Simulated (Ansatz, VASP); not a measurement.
## AlN: VASP beside Ansatz

```
CELL_PARAMETERS angstrom
0.00000 2.19846 2.19846
2.19846 0.00000 2.19846
2.19846 2.19846 0.00000
ATOMIC_POSITIONS crystal
Al 0.00000 0.00000 0.00000
N 0.75000 0.75000 0.75000
```

Alike in both runs: task single point; functional LDA; k mesh 8 × 8 × 8; no spin polarisation.

|  | VASP | Ansatz |
| --- | --- | --- |
| version | VASP 6.6.1 | Ansatz 0.2.0 |
| potentials or method | VASP PAW LDA potentials, release 64 (Al, N), cutoff 520 eV | plane waves, PAW |
| occupations | gaussian, width 0.01 eV | fixed |
| valence electrons in the cell | 8 | 8 |

|  | VASP | Ansatz | Ansatz less VASP |
| --- | --- | --- | --- |
| pressure (GPa) | -6.8 | -7.3 | -0.50 |

LDA's correlation is that of Perdew and Zunger in VASP and of Perdew and Wang (1992) in Ansatz.
